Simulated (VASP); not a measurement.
# Pt (Fm-3m) in VASP: further runs

The runs below take Pt through single point, with LDA.

Everything below comes from runs of VASP 6.6.1. Logs are shortened: lines on timing, memory, paths and dates and some standing lists are left out, and cuts for length are marked.

### 1 The cell of the first run

Symmetry: Fm-3m, No. 225, cubic system. Conventional cell: a = 3.969 Å, b = 3.969 Å, c = 3.969 Å, α = 90.00°, β = 90.00°, γ = 90.00°. Pt (site symmetry m-3m) has 12 Pt at 2.81 Å within 3.7 Å.

### 2 Single point, LDA (volume scaled by 1.02)

INCAR reads:

```
PREC = Accurate
ENCUT = 520
EDIFF = 1E-7
ISMEAR = -1
SIGMA = 0.05
LREAL = F
LASPH = T
NELM = 100
ALGO = Normal
ISIF = 2
LWAVE = F
LCHARG = T
LELF = T
LVHAR = T
NBANDS = 11
```

KPOINTS reads:

```
Automatic mesh
0
Gamma
  16 16 16
```

POSCAR reads:

```
Pt
1.0
    0.0000000000      1.9846323507      1.9846323507
    1.9846323507      0.0000000000      1.9846323507
    1.9846323507      1.9846323507      0.0000000000
Pt
1
Direct
    0.0000000000      0.0000000000      0.0000000000
```

Potentials or basis: VASP PAW LDA potentials, release 64 (Pt).

Command:

```sh
cat potpaw_LDA.64/Pt/POTCAR > POTCAR
mpirun -np 1 vasp_std > vasp.out
```

OUTCAR:

```text
PREC = Accurate
   ENCUT = 520
   EDIFF = 1E-7
   ISMEAR = -1
   LREAL = F
   LASPH = T
   NELM = 100
   ISIF = 2

 ion  position               nearest neighbor table
   1  0.000  0.000  0.000-

  LATTYP: Found a face centered cubic cell.
 ALAT       =     3.9692647014

  Lattice vectors:

 A1 = (   0.0000000000,   1.9846323507,   1.9846323507)
 A2 = (   1.9846323507,   0.0000000000,   1.9846323507)
 A3 = (   1.9846323507,   1.9846323507,   0.0000000000)

Analysis of symmetry for initial positions (statically):
=====================================================================
 Subroutine PRICEL returns:
 Original cell was already a primitive cell.

 Routine SETGRP: Setting up the symmetry group for a
 face centered cubic supercell.

 Subroutine GETGRP returns: Found 48 space group operations
 (whereof 48 operations were pure point group operations)
 out of a pool of 48 trial point group operations.

The static configuration has the point symmetry O_h .

Analysis of symmetry for dynamics (positions and initial velocities):
=====================================================================
 Subroutine PRICEL returns:
 Original cell was already a primitive cell.

 Routine SETGRP: Setting up the symmetry group for a
 face centered cubic supercell.

 Subroutine GETGRP returns: Found 48 space group operations
 (whereof 48 operations were pure point group operations)
 out of a pool of 48 trial point group operations.

The dynamic configuration has the point symmetry O_h .

 Subroutine INISYM returns: Found 48 space group operations
 (whereof 48 operations are pure point group operations),
 and found     1 'primitive' translations

----------------------------------------------------------------------------------------

                                     Primitive cell

  volume of cell :      15.6340

  direct lattice vectors                    reciprocal lattice vectors
     0.000000000  1.984632351  1.984632351    -0.251935831  0.251935831  0.251935831
     1.984632351  0.000000000  1.984632351     0.251935831 -0.251935831  0.251935831
     1.984632351  1.984632351  0.000000000     0.251935831  0.251935831 -0.251935831

  length of vectors
     2.806693987  2.806693987  2.806693987     0.436365659  0.436365659  0.436365659

  position of ions in fractional coordinates (direct lattice)
     0.000000000  0.000000000  0.000000000

  ion indices of the primitive-cell ions
   primitive index   ion index
                 1           1

----------------------------------------------------------------------------------------

 KPOINTS: Automatic mesh

Automatic generation of k-mesh.
 Grid dimensions read from file:
 generate k-points for:   16   16   16

 Generating k-lattice:

  Cartesian coordinates                     Fractional coordinates (reciprocal lattice)
    -0.015745989  0.015745989  0.015745989     0.062500000  0.000000000  0.000000000
     0.015745989 -0.015745989  0.015745989     0.000000000  0.062500000  0.000000000
     0.015745989  0.015745989 -0.015745989     0.000000000  0.000000000  0.062500000

  Length of vectors
     0.027272854  0.027272854  0.027272854

  Shift w.r.t. Gamma in fractional coordinates (k-lattice)
     0.000000000  0.000000000  0.000000000

 Subroutine IBZKPT returns following result:
 ===========================================

 Found    145 irreducible k-points:

 Following reciprocal coordinates:
            Coordinates               Weight
  0.000000  0.000000  0.000000      1.000000
  0.062500  0.000000  0.000000      8.000000
  0.125000  0.000000  0.000000      8.000000
  0.187500  0.000000  0.000000      8.000000
  0.250000  0.000000  0.000000      8.000000
  0.312500  0.000000  0.000000      8.000000
[... 16 lines left out ...]
 -0.125000  0.062500  0.000000     24.000000
 -0.062500  0.062500  0.000000     12.000000
 [... further k-points ...]
   k-points           NKPTS =    145   k-points in BZ     NKDIM =    145   number of bands    NBANDS=     11
   number of dos      NEDOS =    301   number of ions     NIONS =      1
   total plane-waves  NPLWV =  13824
   dimension x,y,z NGX =    24 NGY =   24 NGZ =   24
   dimension x,y,z NGXF=    48 NGYF=   48 NGZF=   48
   ions per type =               1
   NGX,Y,Z   is equivalent  to a cutoff of  14.22, 14.22, 14.22 a.u.
   NGXF,Y,Z  is equivalent  to a cutoff of  28.43, 28.43, 28.43 a.u.
 SYSTEM =  unknown system
   PREC   = accura    normal or accurate (medium, high low for compatibility)
   ISTART =      0    job   : 0-new  1-cont  2-samecut
   ICHARG =      2    charge: 1-file 2-atom 10-const
   ISPIN  =      1    spin polarized calculation?
   LNONCOLLINEAR =      F non collinear calculations
   LSORBIT =      F    spin-orbit coupling
   LASPH  =      T    aspherical Exc in radial PAW
   ENCUT  =  520.0 eV  38.22 Ry    6.18 a.u.   5.22  5.22  5.22*2*pi/ulx,y,z
   NELM   =    100;   NELMIN=  2; NELMDL= -5     # of ELM steps
   EDIFF  = 0.1E-06   stopping-criterion for ELM
   LREAL  =      F    real-space projection
   EDIFFG = 0.1E-05   stopping-criterion for IOM
   NSW    =      0    number of steps for IOM
   IBRION =     -1    ionic relax: 0-MD 1-quasi-New 2-CG
   NFREE  =      0    steps in history (QN), initial steepest desc. (CG)
   ISIF   =      2    stress and relaxation
   ISYM   =      2    0-nonsym 1-usesym 2-fastsym
   POTIM  = 0.5000    time-step for ionic-motion
   TEBEG  =    0.0;   TEEND  =   0.0 temperature during run
   PSTRESS=    0.0 pullay stress
   NELECT =      10.0000    total number of electrons
   NUPDOWN=      -1.0000    fix difference up-down
   EMIN   =  10.00;   EMAX   =-10.00  energy-range for DOS
   EFERMI =   0.00;   METHOD = LEGACY
   ISMEAR =    -1;   SIGMA  =   0.05  broadening in eV -4-tet -1-fermi 0-gaus
   EFERMI_NEDOS =   21; number of points for ismear=-14 and -15
   IALGO  =     38    algorithm
   IMIX   =      4    mixing-type and parameters
     AMIX     =   0.40;   BMIX     =  1.00
     AMIX_MAG =   1.60;   BMIX_MAG =  1.00
  volume/ion in A,a.u.               =      15.63       105.50
  Fermi-wavevector in a.u.,A,eV,Ry     =   1.410538  2.665530 27.070386  1.989617
  Thomas-Fermi vector in A             =   2.532481
   LORBIT       =      0    0 simple, 1 ext, 2 COOP (PROOUT), +10 PAW based schemes
   GGA     = CA    functional components
   LHFCALC =     F    Hartree Fock is set to
   AEXX    =    0.0000 exact exchange contribution
   IVDW    =     0    specifies the selected vdW correction
   LEPSILON=     F    determine dielectric tensor
   LRPA    =     F    only Hartree local field effects (RPA)
 non-spin polarized calculation
  energy-cutoff  :      520.00
  volume of cell :       15.63
 maximum number of plane-waves:       444
 NGX is ok and might be reduce to    24
   NGX = 11   NGY = 11   NGZ = 11

 number of electron      10.0000002 magnetization

 Free energy of the ion-electron system (eV)
  ---------------------------------------------------
  ext. energy  EPLUGINS =         0.00000000
  ---------------------------------------------------
  free energy    TOTEN  =        -7.47242773 eV

  energy without entropy =       -7.45438409  energy(sigma->0) =       -7.46340591

 E-fermi :  10.4270     XC(G=0): -13.4802

 val. band max:       10.4179680242   @ k =  -0.2500   0.1250   0.0000
 cond. band min:      10.4393354751   @ k =  -0.4375   0.3125   0.0000
 fundamental gap:      0.0213674509
 Fermi energy:        10.4270133774

 k-point     1 :       0.0000    0.0000    0.0000
  band No.  band energies     occupation
      1       0.6022      2.00000
      2       6.8424      2.00000
      3       6.8424      2.00000
      4       6.8424      2.00000
      5       8.9097      2.00000
      6       8.9097      2.00000
      7      25.1700      0.00000
      8      29.8864      0.00000
      9      29.8864      0.00000
     10      29.8864      0.00000
     11      35.2106      0.00000

 k-point     2 :       0.0625    0.0000    0.0000
  band No.  band energies     occupation
      1       0.7542      2.00000
      2       6.7768      2.00000
      3       6.9020      2.00000
      4       6.9020      2.00000
      5       8.8771      2.00000
      6       8.8771      2.00000
      7      25.4011      0.00000
      8      29.0823      0.00000
      9      30.1149      0.00000
     10      30.1149      0.00000
     11      36.0635      0.00000

 k-point     3 :       0.1250    0.0000    0.0000
  band No.  band energies     occupation
      1       1.1929      2.00000
      2       6.6161      2.00000
      3       7.0516      2.00000
      4       7.0516      2.00000
      5       8.8159      2.00000
      6       8.8159      2.00000
      7      26.0047      0.00000
      8      27.4579      0.00000
      9      30.7717      0.00000
     10      30.7717      0.00000
     11      36.1813      0.00000

 k-point     4 :       0.1875    0.0000    0.0000
  band No.  band energies     occupation
      1       1.8554      2.00000
      2       6.4669      2.00000
      3       7.1936      2.00000
      4       7.1936      2.00000
      5       8.8389      2.00000
      6       8.8389      2.00000
      7      25.5720      0.00000
      8      26.6909      0.00000
      9      31.7532      0.00000
     10      31.7532      0.00000
     11      34.3053      0.00000
[... 239 lines left out ...]
 k-point    22 :      -0.1875    0.0625    0.0000
  band No.  band energies     occupation
      1       2.2306      2.00000
      2       6.3407      2.00000
      3       7.2483      2.00000
      4       7.3034      2.00000
      5       8.5718      2.00000
      6       9.2252      2.00000
      7      24.9934      0.00000
      8      26.9529      0.00000
      9      30.7350      0.00000
     10      32.8604      0.00000
     11      33.1530      0.00000

 k-point    23 :      -0.1250    0.0625    0.0000
  band No.  band energies     occupation
      1       1.5222      2.00000
      2       6.4686      2.00000
      3       7.1611      2.00000
      4       7.1828      2.00000
      5       8.5773      2.00000
      6       9.0102      2.00000
      7      26.4022      0.00000
      8      26.8643      0.00000
      9      30.1709      0.00000
     10      31.7910      0.00000
     11      34.8370      0.00000

 k-point    24 :      -0.0625    0.0625    0.0000
  band No.  band energies     occupation
      1       1.0026      2.00000
      2       6.6551      2.00000
      3       6.9849      2.00000
      4       7.0272      2.00000
      5       8.7293      2.00000
      6       8.9359      2.00000
      7      25.7637      0.00000
      8      28.3179      0.00000
      9      29.9157      0.00000
     10      30.7531      0.00000
     11      36.6981      0.00000

 [... further k-points ...]
[... 5 lines left out ...]
  --------------------------------------------------------------------------------------
  -------------------------------------------------------------------------------------
  Total       -1.4243882     -1.4243882     -1.4243882      0.0000000      0.0000000      0.0000000
  in kB     -145.9717252   -145.9717252   -145.9717252      0.0000000      0.0000000      0.0000000
  external PRESSURE =    -145.9717252 kB  Pullay stress =       0.0000000 kB

 VOLUME and BASIS-vectors are now :
 -----------------------------------------------------------------------------
  energy-cutoff  :      520.00
  volume of cell :       15.63
      direct lattice vectors                 reciprocal lattice vectors
     0.000000000  1.984632351  1.984632351    -0.251935831  0.251935831  0.251935831
     1.984632351  0.000000000  1.984632351     0.251935831 -0.251935831  0.251935831
     1.984632351  1.984632351  0.000000000     0.251935831  0.251935831 -0.251935831

 POSITION                                       TOTAL-FORCE (eV/Angst)
 -----------------------------------------------------------------------------------
      0.00000      0.00000      0.00000         0.000000      0.000000      0.000000
 -----------------------------------------------------------------------------------
    total drift:                               -0.000000      0.000000      0.000000

  FREE ENERGIE OF THE ION-ELECTRON SYSTEM (eV)
  ---------------------------------------------------
  free  energy   TOTEN  =        -7.4724277294 eV

  energy  without entropy=       -7.4543840949  energy(sigma->0) =       -7.46340591
```

Run time: 13 s. Hardware: 1 thread of Intel Xeon Platinum 8559C (Emerald Rapids), shared host; peak memory 0.14 GiB.

Results:

```
Free energy            : -7.4724 eV
Pressure               : -14.6 GPa
Band gap on the k mesh : zero (band 5 reaches 10.90 eV, above the bottom of band 6 at 8.82 eV)
```

Caveat: spin-orbit coupling is left out, which moves the levels of the heavy elements.

(Continued in part 2 of 2.)
